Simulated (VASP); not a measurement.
# GaAs (Pm-3m) in VASP: a series of runs, part 3 of 3

VASP 6.6.1.

### 6 Single point, r2SCAN

Contents of POSCAR:

```
GaAs
1.0
    3.3286687154      0.0000000000      0.0000000000
    0.0000000000      3.3286687154      0.0000000000
    0.0000000000      0.0000000000      3.3286687154
Ga As
1 1
Direct
    0.0000000000      0.0000000000      0.0000000000
    0.5000000000      0.5000000000      0.5000000000
```

Contents of INCAR.step1:

```
SYSTEM = GaAs
ALGO = Normal
EDIFF = 1E-4
ENCUT = 520
GGA = PE
ISMEAR = 1
LASPH = .TRUE.
LCHARG = .FALSE.
LREAL = .FALSE.
LWAVE = .TRUE.
NBANDS = 16
NELM = 60
PREC = Accurate
SIGMA = 0.2
```

Contents of INCAR.step2:

```
SYSTEM = GaAs
ALGO = Normal
EDIFF = 1E-6
ENCUT = 520
ISIF = 2
ISMEAR = 1
ISTART = 1
LASPH = .TRUE.
LCHARG = .FALSE.
LMIXTAU = .TRUE.
LREAL = .FALSE.
LWAVE = .FALSE.
METAGGA = R2SCAN
NBANDS = 16
NELM = 60
PREC = Accurate
SIGMA = 0.2
```

Contents of KPOINTS:

```
k-points
0
G
  6 6 6
  0 0 0
```

Potentials or basis: VASP PAW PBE potentials, release 64 (Ga_d, As).

On the command line:

```sh
$ cat potpaw_PBE.64/Ga_d/POTCAR potpaw_PBE.64/As/POTCAR > POTCAR
$ cp INCAR.step1 INCAR
$ mpirun -np 1 vasp_std > vasp.out
$ cp INCAR.step2 INCAR
$ mpirun -np 1 vasp_std > vasp.out
```

OUTCAR:

```text
SYSTEM = GaAs
   EDIFF = 1E-6
   ENCUT = 520
   ISIF = 2
   ISMEAR = 1
   ISTART = 1
   LASPH = .TRUE.
   LREAL = .FALSE.
   METAGGA = R2SCAN
   NELM = 60
   PREC = Accurate

 ion  position               nearest neighbor table
   1  0.000  0.000  0.000-   2 2.88   2 2.88   2 2.88   2 2.88   2 2.88   2 2.88   2 2.88   2 2.88

   2  0.500  0.500  0.500-   1 2.88   1 2.88   1 2.88   1 2.88   1 2.88   1 2.88   1 2.88   1 2.88

  LATTYP: Found a simple cubic cell.
 ALAT       =     3.3286687154

  Lattice vectors:

 A1 = (   3.3286687154,   0.0000000000,   0.0000000000)
 A2 = (   0.0000000000,   3.3286687154,   0.0000000000)
 A3 = (   0.0000000000,   0.0000000000,   3.3286687154)

Analysis of symmetry for initial positions (statically):
=====================================================================
 Subroutine PRICEL returns:
 Original cell was already a primitive cell.

 Routine SETGRP: Setting up the symmetry group for a
 simple cubic supercell.

 Subroutine GETGRP returns: Found 48 space group operations
 (whereof 48 operations were pure point group operations)
 out of a pool of 48 trial point group operations.

The static configuration has the point symmetry O_h .

Analysis of symmetry for dynamics (positions and initial velocities):
=====================================================================
 Subroutine PRICEL returns:
 Original cell was already a primitive cell.

 Routine SETGRP: Setting up the symmetry group for a
 simple cubic supercell.

 Subroutine GETGRP returns: Found 48 space group operations
 (whereof 48 operations were pure point group operations)
 out of a pool of 48 trial point group operations.

The dynamic configuration has the point symmetry O_h .

 Subroutine INISYM returns: Found 48 space group operations
 (whereof 48 operations are pure point group operations),
 and found     1 'primitive' translations

----------------------------------------------------------------------------------------

                                     Primitive cell

  volume of cell :      36.8818

  direct lattice vectors                    reciprocal lattice vectors
     3.328668715  0.000000000  0.000000000     0.300420404  0.000000000  0.000000000
     0.000000000  3.328668715  0.000000000     0.000000000  0.300420404  0.000000000
     0.000000000  0.000000000  3.328668715     0.000000000  0.000000000  0.300420404

  length of vectors
     3.328668715  3.328668715  3.328668715     0.300420404  0.300420404  0.300420404

  position of ions in fractional coordinates (direct lattice)
     0.000000000  0.000000000  0.000000000
     0.500000000  0.500000000  0.500000000

  ion indices of the primitive-cell ions
   primitive index   ion index
                 1           1
                 2           2

----------------------------------------------------------------------------------------

 KPOINTS: k-points

Automatic generation of k-mesh.
 Grid dimensions read from file:
 generate k-points for:    6    6    6

 Generating k-lattice:

  Cartesian coordinates                     Fractional coordinates (reciprocal lattice)
     0.050070067  0.000000000  0.000000000     0.166666667  0.000000000  0.000000000
     0.000000000  0.050070067  0.000000000     0.000000000  0.166666667  0.000000000
     0.000000000  0.000000000  0.050070067     0.000000000  0.000000000  0.166666667

  Length of vectors
     0.050070067  0.050070067  0.050070067

  Shift w.r.t. Gamma in fractional coordinates (k-lattice)
     0.000000000  0.000000000  0.000000000

 Subroutine IBZKPT returns following result:
 ===========================================

 Found     20 irreducible k-points:

 Following reciprocal coordinates:
            Coordinates               Weight
  0.000000  0.000000  0.000000      1.000000
  0.166667  0.000000  0.000000      6.000000
  0.333333  0.000000  0.000000      6.000000
  0.500000  0.000000  0.000000      3.000000
  0.166667  0.166667  0.000000     12.000000
  0.333333  0.166667  0.000000     24.000000
[... 12 lines left out ...]
  0.500000  0.500000  0.333333      6.000000
  0.500000  0.500000  0.500000      1.000000
   k-points           NKPTS =     20   k-points in BZ     NKDIM =     20   number of bands    NBANDS=     16
   number of dos      NEDOS =    301   number of ions     NIONS =      2
   total plane-waves  NPLWV =  21952
   dimension x,y,z NGX =    28 NGY =   28 NGZ =   28
   dimension x,y,z NGXF=    56 NGYF=   56 NGZF=   56
   ions per type =               1   1
   NGX,Y,Z   is equivalent  to a cutoff of  13.98, 13.98, 13.98 a.u.
   NGXF,Y,Z  is equivalent  to a cutoff of  27.97, 27.97, 27.97 a.u.
 SYSTEM =  GaAs
   PREC   = accura    normal or accurate (medium, high low for compatibility)
   ISTART =      1    job   : 0-new  1-cont  2-samecut
   ICHARG =      0    charge: 1-file 2-atom 10-const
   ISPIN  =      1    spin polarized calculation?
   LNONCOLLINEAR =      F non collinear calculations
   LSORBIT =      F    spin-orbit coupling
   LASPH  =      T    aspherical Exc in radial PAW
   ENCUT  =  520.0 eV  38.22 Ry    6.18 a.u.   6.19  6.19  6.19*2*pi/ulx,y,z
   NELM   =     60;   NELMIN=  2; NELMDL=  0     # of ELM steps
   EDIFF  = 0.1E-05   stopping-criterion for ELM
   LREAL  =      F    real-space projection
   EDIFFG = 0.1E-04   stopping-criterion for IOM
   NSW    =      0    number of steps for IOM
   IBRION =     -1    ionic relax: 0-MD 1-quasi-New 2-CG
   NFREE  =      0    steps in history (QN), initial steepest desc. (CG)
   ISIF   =      2    stress and relaxation
   ISYM   =      2    0-nonsym 1-usesym 2-fastsym
   POTIM  = 0.5000    time-step for ionic-motion
   TEBEG  =    0.0;   TEEND  =   0.0 temperature during run
   PSTRESS=    0.0 pullay stress
   NELECT =      18.0000    total number of electrons
   NUPDOWN=      -1.0000    fix difference up-down
   EMIN   =  10.00;   EMAX   =-10.00  energy-range for DOS
   EFERMI =   0.00;   METHOD = LEGACY
   ISMEAR =     1;   SIGMA  =   0.20  broadening in eV -4-tet -1-fermi 0-gaus
   EFERMI_NEDOS =   21; number of points for ismear=-14 and -15
   IALGO  =     38    algorithm
   IMIX   =      4    mixing-type and parameters
     AMIX     =   0.40;   BMIX     =  1.00
     AMIX_MAG =   1.60;   BMIX_MAG =  1.00
  volume/ion in A,a.u.               =      18.44       124.45
  Fermi-wavevector in a.u.,A,eV,Ry     =   1.288927  2.435719 22.603816  1.661334
  Thomas-Fermi vector in A             =   2.420851
   LORBIT       =      0    0 simple, 1 ext, 2 COOP (PROOUT), +10 PAW based schemes
   METAGGA = R2SCAN    functional components
   LHFCALC =     F    Hartree Fock is set to
   AEXX    =    0.0000 exact exchange contribution
   IVDW    =     0    specifies the selected vdW correction
   LEPSILON=     F    determine dielectric tensor
   LRPA    =     F    only Hartree local field effects (RPA)
 non-spin polarized calculation
 Methfessel and Paxton  Order N= 1 SIGMA  =   0.20
  energy-cutoff  :      520.00
  volume of cell :       36.88
 maximum number of plane-waves:      1021
 NGX is ok and might be reduce to    28
   NGX = 13   NGY = 13   NGZ = 13

 number of electron      18.0000009 magnetization

 Free energy of the ion-electron system (eV)
  ---------------------------------------------------
  ext. energy  EPLUGINS =         0.00000000
  ---------------------------------------------------
  free energy    TOTEN  =       -25.51080953 eV

  energy without entropy =      -25.51100777  energy(sigma->0) =      -25.51087561

 E-fermi :   5.9568     XC(G=0): -11.8434

 val. band max:        5.9426496896   @ k =   0.1667   0.1667   0.0000
 cond. band min:       6.0600328145   @ k =   0.5000   0.3333   0.1667
 fundamental gap:      0.1173831249
 Fermi energy:         5.9567879795

 k-point     1 :       0.0000    0.0000    0.0000
  band No.  band energies     occupation
      1      -9.3588      2.00000
      2      -9.3588      2.00000
      3      -9.2558      2.00000
      4      -9.2558      2.00000
      5      -9.2558      2.00000
      6      -8.3019      2.00000
[... 8 lines left out ...]
     15      16.5449      0.00000
     16      21.6518      0.00000
[... 343 lines left out ...]
 k-point    20 :       0.5000    0.5000    0.5000
  band No.  band energies     occupation
      1      -9.3690      2.00000
      2      -9.3690      2.00000
      3      -9.3690      2.00000
      4      -9.1989      2.00000
      5      -9.1989      2.00000
      6      -3.1455      2.00000
[... 8 lines left out ...]
     15      27.4147      0.00000
     16      27.4147      0.00000

------------------------ aborting loop because EDIFF is reached ----------------------------------------

  FORCE on cell =-STRESS in cart. coord.  units (eV):
  Direction    XX          YY          ZZ          XY          YZ          ZX
  --------------------------------------------------------------------------------------
  -------------------------------------------------------------------------------------
  Total        0.1037995      0.1037995      0.1037995      0.0000000     -0.0000000     -0.0000000
  in kB        4.5091453      4.5091453      4.5091453      0.0000000     -0.0000000     -0.0000000
  external PRESSURE =       4.5091453 kB  Pullay stress =       0.0000000 kB

 VOLUME and BASIS-vectors are now :
 -----------------------------------------------------------------------------
  energy-cutoff  :      520.00
  volume of cell :       36.88
      direct lattice vectors                 reciprocal lattice vectors
     3.328668715  0.000000000  0.000000000     0.300420404  0.000000000  0.000000000
     0.000000000  3.328668715  0.000000000     0.000000000  0.300420404  0.000000000
     0.000000000  0.000000000  3.328668715     0.000000000  0.000000000  0.300420404

 POSITION                                       TOTAL-FORCE (eV/Angst)
 -----------------------------------------------------------------------------------
      0.00000      0.00000      0.00000         0.000000      0.000000      0.000000
      1.66433      1.66433      1.66433         0.000000      0.000000      0.000000
 -----------------------------------------------------------------------------------
    total drift:                               -0.000000      0.000000     -0.000000

  FREE ENERGIE OF THE ION-ELECTRON SYSTEM (eV)
  ---------------------------------------------------
  free  energy   TOTEN  =       -25.5108095264 eV

  energy  without entropy=      -25.5110077742  energy(sigma->0) =      -25.51087561
```

OUTCAR.step1:

```text
SYSTEM = GaAs
   EDIFF = 1E-4
   ENCUT = 520
   GGA = PE
   ISMEAR = 1
   LASPH = .TRUE.
   LREAL = .FALSE.
[... 595 lines left out ...]
      0.00000      0.00000      0.00000         0.000000      0.000000      0.000000
      1.66433      1.66433      1.66433         0.000000      0.000000      0.000000
 -----------------------------------------------------------------------------------
    total drift:                               -0.000000      0.000000     -0.000000

  FREE ENERGIE OF THE ION-ELECTRON SYSTEM (eV)
  ---------------------------------------------------
  free  energy   TOTEN  =        -7.1965108587 eV

  energy  without entropy=       -7.1951586859  energy(sigma->0) =       -7.19606013
```

OSZICAR.step1:

```text
N       E                     dE             d eps       ncg     rms          rms(c)
DAV:   1     0.776812125388E+02    0.77681E+02   -0.89794E+03   664   0.164E+03
DAV:   2    -0.178311869301E+01   -0.79464E+02   -0.75673E+02   736   0.317E+02
DAV:   3    -0.717442673822E+01   -0.53913E+01   -0.53694E+01   768   0.601E+01
DAV:   4    -0.724221591138E+01   -0.67789E-01   -0.67782E-01   816   0.716E+00
DAV:   5    -0.724292690760E+01   -0.71100E-03   -0.71098E-03   776   0.700E-01    0.199E+00
DAV:   6    -0.720517597261E+01    0.37751E-01   -0.52303E-02   840   0.448E+00    0.115E+00
DAV:   7    -0.719711338889E+01    0.80626E-02   -0.15137E-02   944   0.137E+00    0.289E-01
DAV:   8    -0.719650789293E+01    0.60550E-03   -0.20382E-03   792   0.646E-01    0.399E-02
DAV:   9    -0.719651085871E+01   -0.29658E-05   -0.14537E-04   592   0.140E-01
   1 F= -.71965109E+01 E0= -.71960601E+01  d E =-.135217E-02
```

Run time: 34 s. Hardware: 1 thread of Intel Xeon 6975P-C (Granite Rapids), shared host; peak memory 0.16 GiB.

Results:

| Property | Result |
| --- | --- |
| Free energy | -25.5108 eV |
| Pressure | 0.5 GPa |
| Band gap on the k mesh | zero (band 9 reaches 7.39 eV, above the bottom of band 10 at 3.84 eV) |

Levels at points of the mesh, in eV from the Fermi level:
```
           k point  band 7  band 8  band 9  band 10  band 11  band 12
(0.00, 0.00, 0.00)   -1.80   -0.73   -0.73    -0.73     5.27     5.27
(0.50, 0.00, 0.00)   -8.73    1.44    1.44     3.27     3.76     5.06
(0.50, 0.50, 0.00)   -5.54   -5.54   -4.81     2.42     7.55     7.78
(0.50, 0.50, 0.50)   -2.80   -2.80   -2.80    -2.11    -0.39    -0.39
```

Caveat: the PAW data sets were made with another functional, which shifts forces and pressure a little.

### 7 Overview

| level | k mesh | smearing | gap on the mesh (eV) | pressure (GPa) |
| --- | --- | --- | --- | --- |
| r2SCAN | 3 × 3 × 3 | fermi-dirac 0.02 eV | none | 5.4 |
| PBEsol | 6 × 6 × 6 | fermi-dirac 0.02 eV | none | -1.4 |
| r2SCAN | 6 × 6 × 6 | fermi-dirac 0.02 eV | none | 0.4 |
| r2SCAN | 6 × 6 × 6 | gaussian 0.5 eV | none | 0.6 |
| r2SCAN | 6 × 6 × 6 | methfessel-paxton 0.2 eV | none | 0.5 |

Alike in all rows: task single point; potentials or basis VASP PAW PBE potentials, release 64 (Ga_d, As); no spin polarisation; cell as given; cutoff (eV) 520.

Caveats: some runs use coarse meshes; the PAW data sets were made with another functional, which shifts forces and pressure a little.

Total energies depend on the potentials used, so only differences within one code and one set of settings carry meaning.
